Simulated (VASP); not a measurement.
# Te (Fd-3m) in VASP: notebook

Runs on Te. Level: r2SCAN. Tasks: single point.

All numbers are computed with VASP 6.6.1; they aren't measurements. Logs are shortened: lines on timing, memory, paths and dates and some standing lists are left out, and cuts for length are marked.

**1. The cell of the first run**

The structure is cubic, space group Fd-3m (No. 227). The conventional cell has a = 7.137 Å, b = 7.137 Å, c = 7.137 Å, α = 90.00°, β = 90.00°, γ = 90.00°. Te (site symmetry -43m) has 4 Te at 3.09 Å within 4.1 Å.

This isn't the form of Te at room conditions, which is trigonal, of chains.

**2. Single point, r2SCAN**

The input, POSCAR:

```
Te
1.0
    0.0000000000      3.5685625517      3.5685625517
    3.5685625517      0.0000000000      3.5685625517
    3.5685625517      3.5685625517      0.0000000000
Te
2
Direct
    0.5000000000      0.5000000000      0.5000000000
    0.7500000000      0.7500000000      0.7500000000
```

The input, INCAR.step1:

```
SYSTEM = Te
ALGO = Normal
EDIFF = 1E-4
ENCUT = 520
GGA = PE
ISMEAR = 0
LASPH = .True.
LCHARG = .False.
LREAL = .False.
LWAVE = .True.
NBANDS = 13
NELM = 80
PREC = Accurate
SIGMA = 0.1
```

The input, INCAR.step2:

```
SYSTEM = Te
ALGO = Normal
EDIFF = 1E-7
ENCUT = 520
ISIF = 2
ISMEAR = 0
ISTART = 1
LASPH = .True.
LCHARG = .True.
LELF = .True.
LMIXTAU = .True.
LREAL = .False.
LVHAR = .True.
LWAVE = .False.
METAGGA = R2SCAN
NBANDS = 13
NELM = 80
PREC = Accurate
SIGMA = 0.1
```

The input, KPOINTS:

```
k-points
0
Gamma
  4 4 4
  0 0 0
```

Potentials or basis: VASP PAW PBE potentials, release 64 (Te).

Launch:

```
cat potpaw_PBE.64/Te/POTCAR > POTCAR
cp INCAR.step1 INCAR
mpirun -np 1 vasp_std > vasp.out
cp INCAR.step2 INCAR
mpirun -np 1 vasp_std > vasp.out
```

OUTCAR:

```text
SYSTEM = Te
   EDIFF = 1E-7
   ENCUT = 520
   ISIF = 2
   ISMEAR = 0
   ISTART = 1
   LASPH = .True.
   LREAL = .False.
   METAGGA = R2SCAN
   NELM = 80
   PREC = Accurate

 ion  position               nearest neighbor table
   1  0.500  0.500  0.500-   2 3.09   2 3.09   2 3.09   2 3.09
   2  0.750  0.750  0.750-   1 3.09   1 3.09   1 3.09   1 3.09

  LATTYP: Found a face centered cubic cell.
 ALAT       =     7.1371251034

  Lattice vectors:

 A1 = (   0.0000000000,   3.5685625517,   3.5685625517)
 A2 = (   3.5685625517,   0.0000000000,   3.5685625517)
 A3 = (   3.5685625517,   3.5685625517,   0.0000000000)

Analysis of symmetry for initial positions (statically):
=====================================================================
 Subroutine PRICEL returns:
 Original cell was already a primitive cell.

 Routine SETGRP: Setting up the symmetry group for a
 face centered cubic supercell.

 Subroutine GETGRP returns: Found 48 space group operations
 (whereof 24 operations were pure point group operations)
 out of a pool of 48 trial point group operations.

The static configuration has the point symmetry T_d .
 The point group associated with its full space group is O_h .

Analysis of symmetry for dynamics (positions and initial velocities):
=====================================================================
 Subroutine PRICEL returns:
 Original cell was already a primitive cell.

 Routine SETGRP: Setting up the symmetry group for a
 face centered cubic supercell.

 Subroutine GETGRP returns: Found 48 space group operations
 (whereof 24 operations were pure point group operations)
 out of a pool of 48 trial point group operations.

The dynamic configuration has the point symmetry T_d .
 The point group associated with its full space group is O_h .

 Subroutine INISYM returns: Found 48 space group operations
 (whereof 24 operations are pure point group operations),
 and found     1 'primitive' translations

----------------------------------------------------------------------------------------

                                     Primitive cell

  volume of cell :      90.8887

  direct lattice vectors                    reciprocal lattice vectors
     0.000000000  3.568562552  3.568562552    -0.140112438  0.140112438  0.140112438
     3.568562552  0.000000000  3.568562552     0.140112438 -0.140112438  0.140112438
     3.568562552  3.568562552  0.000000000     0.140112438  0.140112438 -0.140112438

  length of vectors
     5.046709559  5.046709559  5.046709559     0.242681862  0.242681862  0.242681862

  position of ions in fractional coordinates (direct lattice)
     0.500000000  0.500000000  0.500000000
     0.750000000  0.750000000  0.750000000

  ion indices of the primitive-cell ions
   primitive index   ion index
                 1           1
                 2           2

----------------------------------------------------------------------------------------

 KPOINTS: k-points

Automatic generation of k-mesh.
 Grid dimensions read from file:
 generate k-points for:    4    4    4

 Generating k-lattice:

  Cartesian coordinates                     Fractional coordinates (reciprocal lattice)
    -0.035028110  0.035028110  0.035028110     0.250000000  0.000000000  0.000000000
     0.035028110 -0.035028110  0.035028110     0.000000000  0.250000000  0.000000000
     0.035028110  0.035028110 -0.035028110     0.000000000  0.000000000  0.250000000

  Length of vectors
     0.060670465  0.060670465  0.060670465

  Shift w.r.t. Gamma in fractional coordinates (k-lattice)
     0.000000000  0.000000000  0.000000000

 Subroutine IBZKPT returns following result:
 ===========================================

 Found      8 irreducible k-points:

 Following reciprocal coordinates:
            Coordinates               Weight
  0.000000  0.000000  0.000000      1.000000
  0.250000  0.000000  0.000000      8.000000
  0.500000  0.000000  0.000000      4.000000
  0.250000  0.250000  0.000000      6.000000
  0.500000  0.250000  0.000000     24.000000
 -0.250000  0.250000  0.000000     12.000000
  0.500000  0.500000  0.000000      3.000000
 -0.250000  0.500000  0.250000      6.000000
   k-points           NKPTS =      8   k-points in BZ     NKDIM =      8   number of bands    NBANDS=     13
   number of dos      NEDOS =    301   number of ions     NIONS =      2
   total plane-waves  NPLWV =  64000
   dimension x,y,z NGX =    40 NGY =   40 NGZ =   40
   dimension x,y,z NGXF=    80 NGYF=   80 NGZF=   80
   ions per type =               2
   NGX,Y,Z   is equivalent  to a cutoff of  13.18, 13.18, 13.18 a.u.
   NGXF,Y,Z  is equivalent  to a cutoff of  26.35, 26.35, 26.35 a.u.
 SYSTEM =  Te
   PREC   = accura    normal or accurate (medium, high low for compatibility)
   ISTART =      1    job   : 0-new  1-cont  2-samecut
   ICHARG =      0    charge: 1-file 2-atom 10-const
   ISPIN  =      1    spin polarized calculation?
   LNONCOLLINEAR =      F non collinear calculations
   LSORBIT =      F    spin-orbit coupling
   LASPH  =      T    aspherical Exc in radial PAW
   ENCUT  =  520.0 eV  38.22 Ry    6.18 a.u.   9.38  9.38  9.38*2*pi/ulx,y,z
   NELM   =     80;   NELMIN=  2; NELMDL=  0     # of ELM steps
   EDIFF  = 0.1E-06   stopping-criterion for ELM
   LREAL  =      F    real-space projection
   EDIFFG = 0.1E-05   stopping-criterion for IOM
   NSW    =      0    number of steps for IOM
   IBRION =     -1    ionic relax: 0-MD 1-quasi-New 2-CG
   NFREE  =      0    steps in history (QN), initial steepest desc. (CG)
   ISIF   =      2    stress and relaxation
   ISYM   =      2    0-nonsym 1-usesym 2-fastsym
   POTIM  = 0.5000    time-step for ionic-motion
   TEBEG  =    0.0;   TEEND  =   0.0 temperature during run
   PSTRESS=    0.0 pullay stress
   NELECT =      12.0000    total number of electrons
   NUPDOWN=      -1.0000    fix difference up-down
   EMIN   =  10.00;   EMAX   =-10.00  energy-range for DOS
   EFERMI =   0.00;   METHOD = LEGACY
   ISMEAR =     0;   SIGMA  =   0.10  broadening in eV -4-tet -1-fermi 0-gaus
   EFERMI_NEDOS =   21; number of points for ismear=-14 and -15
   IALGO  =     38    algorithm
   IMIX   =      4    mixing-type and parameters
     AMIX     =   0.40;   BMIX     =  1.00
     AMIX_MAG =   1.60;   BMIX_MAG =  1.00
  volume/ion in A,a.u.               =      45.44       306.67
  Fermi-wavevector in a.u.,A,eV,Ry     =   0.833615  1.575303  9.454868  0.694913
  Thomas-Fermi vector in A             =   1.946868
   LORBIT       =      0    0 simple, 1 ext, 2 COOP (PROOUT), +10 PAW based schemes
   METAGGA = R2SCAN    functional components
   LHFCALC =     F    Hartree Fock is set to
   AEXX    =    0.0000 exact exchange contribution
   IVDW    =     0    specifies the selected vdW correction
   LEPSILON=     F    determine dielectric tensor
   LRPA    =     F    only Hartree local field effects (RPA)
 non-spin polarized calculation
 Gauss-broadening in eV      SIGMA  =   0.10
  energy-cutoff  :      520.00
  volume of cell :       90.89
 maximum number of plane-waves:      2468
 NGX is ok and might be reduce to    40
   NGX = 19   NGY = 19   NGZ = 19

 number of electron      11.9999999 magnetization

 Free energy of the ion-electron system (eV)
  ---------------------------------------------------
  ext. energy  EPLUGINS =         0.00000000
  ---------------------------------------------------
  free energy    TOTEN  =       -49.71325529 eV

  energy without entropy =      -49.70055830  energy(sigma->0) =      -49.70690680

 E-fermi :   3.3659     XC(G=0):  -8.0592

 val. band max:        3.1315884158   @ k =   0.2500   0.0000   0.0000
 cond. band min:       3.3725221583   @ k =  -0.2500   0.2500   0.0000
 fundamental gap:      0.2409337425
 Fermi energy:         3.3659048529

 k-point     1 :       0.0000    0.0000    0.0000
  band No.  band energies     occupation
      1     -10.2999      2.00000
      2      -5.5388      2.00000
      3       0.0756      2.00000
      4       0.0756      2.00000
      5       0.0756      2.00000
      6       2.5587      2.00000
      7       2.5587      2.00000
      8       2.5587      2.00000
      9       7.2523      0.00000
     10       9.6278      0.00000
     11       9.6278      0.00000
     12      11.1340      0.00000
     13      11.1340      0.00000

 k-point     2 :       0.2500    0.0000    0.0000
  band No.  band energies     occupation
      1      -9.9545      2.00000
      2      -6.3951      2.00000
      3      -0.2864      2.00000
      4      -0.2864      2.00000
      5      -0.0752      2.00000
      6       3.1316      1.99908
      7       3.1316      1.99908
      8       3.4800      0.10656
      9       8.4033      0.00000
     10       9.1215      0.00000
     11       9.1215      0.00000
     12      10.5491      0.00000
     13      13.1878      0.00000

 k-point     3 :       0.5000    0.0000    0.0000
  band No.  band energies     occupation
      1      -9.4260      2.00000
      2      -7.3442      2.00000
      3      -0.5525      2.00000
      4      -0.5525      2.00000
      5      -0.3134      2.00000
      6       3.5562      0.00712
      7       3.5562      0.00712
      8       4.9911      0.00000
      9       9.0941      0.00000
     10       9.1653      0.00000
     11      10.0194      0.00000
     12      10.0194      0.00000
     13      11.2824      0.00000
[... 49 lines left out ...]
 k-point     7 :       0.5000    0.5000    0.0000
  band No.  band energies     occupation
      1      -8.4748      2.00000
      2      -8.4748      2.00000
      3      -1.2195      2.00000
      4      -1.2195      2.00000
      5       1.6339      2.00000
      6       1.6339      2.00000
      7       5.3553      0.00000
      8       5.3553      0.00000
      9       8.7066      0.00000
     10       8.7067      0.00000
     11      11.3278      0.00000
     12      11.3278      0.00000
     13      12.3079      0.00000

 k-point     8 :      -0.2500    0.5000    0.2500
  band No.  band energies     occupation
      1      -8.4713      2.00000
      2      -8.4713      2.00000
      3      -1.3914      2.00000
      4      -1.3914      2.00000
      5       2.2971      2.00000
      6       2.2971      2.00000
      7       4.6600      0.00000
      8       4.6600      0.00000
      9       8.4720      0.00000
     10       8.4720      0.00000
     11      11.1302      0.00000
     12      11.1302      0.00000
     13      14.0069      0.00000

------------------------ aborting loop because EDIFF is reached ----------------------------------------

  FORCE on cell =-STRESS in cart. coord.  units (eV):
  Direction    XX          YY          ZZ          XY          YZ          ZX
  --------------------------------------------------------------------------------------
  -------------------------------------------------------------------------------------
  Total        0.1547486      0.1547486      0.1547486      0.0000000     -0.0000000      0.0000000
  in kB        2.7278930      2.7278930      2.7278930      0.0000000     -0.0000000      0.0000000
  external PRESSURE =       2.7278930 kB  Pullay stress =       0.0000000 kB

 VOLUME and BASIS-vectors are now :
 -----------------------------------------------------------------------------
  energy-cutoff  :      520.00
  volume of cell :       90.89
      direct lattice vectors                 reciprocal lattice vectors
     0.000000000  3.568562552  3.568562552    -0.140112438  0.140112438  0.140112438
     3.568562552  0.000000000  3.568562552     0.140112438 -0.140112438  0.140112438
     3.568562552  3.568562552  0.000000000     0.140112438  0.140112438 -0.140112438

 POSITION                                       TOTAL-FORCE (eV/Angst)
 -----------------------------------------------------------------------------------
      3.56856      3.56856      3.56856        -0.000000      0.000000     -0.000000
      5.35284      5.35284      5.35284         0.000000     -0.000000      0.000000
 -----------------------------------------------------------------------------------
    total drift:                               -0.000000     -0.000000      0.000000

  FREE ENERGIE OF THE ION-ELECTRON SYSTEM (eV)
  ---------------------------------------------------
  free  energy   TOTEN  =       -49.7132552934 eV

  energy  without entropy=      -49.7005583030  energy(sigma->0) =      -49.70690680
```

It took 29 s on 1 thread of Intel Xeon 6975P-C (Granite Rapids), shared host; peak memory 0.25 GiB.

Results:

- Free energy: -49.7133 eV
- Pressure: 0.3 GPa
- Band gap on the k mesh: zero (bands 6 and 7 overlap by 1.00 eV)

Levels at points of the mesh, in eV from the Fermi level:
```
           k point  band 2  band 3  band 4  band 5  band 6  band 7  band 8  band 9  band 10  band 11
(0.00, 0.00, 0.00)   -8.90   -3.29   -3.29   -3.29   -0.81   -0.81   -0.81    3.89     6.26     6.26
(0.50, 0.00, 0.00)  -10.71   -3.92   -3.92   -3.68    0.19    0.19    1.63    5.73     5.80     6.65
(0.50, 0.50, 0.00)  -11.84   -4.59   -4.59   -1.73   -1.73    1.99    1.99    5.34     5.34     7.96
```

Caveat: the k points lie up to 0.38 Å⁻¹ apart, too coarse for converged energies and pressures of a metal; the PAW data sets were made with another functional, which shifts forces and pressure a little; spin-orbit coupling is left out, which moves the levels of the heavy elements.

**3. Single point, r2SCAN**

This run uses another cell than the first one, of 38.11 Å³/atom.

The input, POSCAR:

```
Te
1.0
    0.0000000000      3.3651726021      3.3651726021
    3.3651726021      0.0000000000      3.3651726021
    3.3651726021      3.3651726021      0.0000000000
Te
2
Direct
    0.5000000000      0.5000000000      0.5000000000
    0.7500000000      0.7500000000      0.7500000000
```

The input, INCAR.step1:

```
  PREC = Accurate
  ENCUT = 520
  ISMEAR = 0
  SIGMA = 0.1
  LREAL = F
  LASPH = T
  NELM = 60
  NBANDS = 13
  GGA = PE
  ALGO = Normal
  EDIFF = 1E-4
  LWAVE = T
  LCHARG = F
```

The input, INCAR.step2:

```
  PREC = Accurate
  ENCUT = 520
  EDIFF = 1E-6
  ISMEAR = 0
  SIGMA = 0.1
  LREAL = F
  LASPH = T
  NELM = 60
  ALGO = Normal
  ISIF = 2
  LWAVE = F
  LCHARG = T
  METAGGA = R2SCAN
  LMIXTAU = T
  LELF = T
  LVHAR = T
  NBANDS = 13
  ISTART = 1
```

The input, KPOINTS:

```
regular mesh
0
Gamma
  6 6 6
```

Potentials or basis: VASP PAW PBE potentials, release 64 (Te).

Launch:

```
cat potpaw_PBE.64/Te/POTCAR > POTCAR
cp INCAR.step1 INCAR
mpirun -np 1 vasp_std > vasp.out
cp INCAR.step2 INCAR
mpirun -np 1 vasp_std > vasp.out
```

It took 30 s on 1 thread of Intel Xeon 6975P-C (Granite Rapids), shared host; peak memory 0.19 GiB.

Results (log left out):

* Free energy: -49.4806 eV
* Pressure: 7.3 GPa
* Band gap on the k mesh: zero (bands 6 and 7 overlap by 1.21 eV)

Levels at points of the mesh, in eV from the Fermi level:
```
           k point  band 2  band 3  band 4  band 5  band 6  band 7  band 8  band 9  band 10  band 11
(0.00, 0.00, 0.00)   -8.24   -3.80   -3.80   -3.80   -1.01   -1.01   -1.01    3.86     6.12     6.12
(0.50, 0.00, 0.00)  -11.02   -4.59   -4.59   -4.05    0.19    0.19    2.52    5.68     5.98     6.78
(0.50, 0.50, 0.00)  -12.45   -5.43   -5.43   -1.93   -1.93    2.72    2.72    5.68     5.68     8.10
```

Caveat: the cell stands under pressure; the PAW data sets were made with another functional, which shifts forces and pressure a little; spin-orbit coupling is left out, which moves the levels of the heavy elements.

The gap in the log of VASP goes by the Fermi energy; the results here count the filled bands.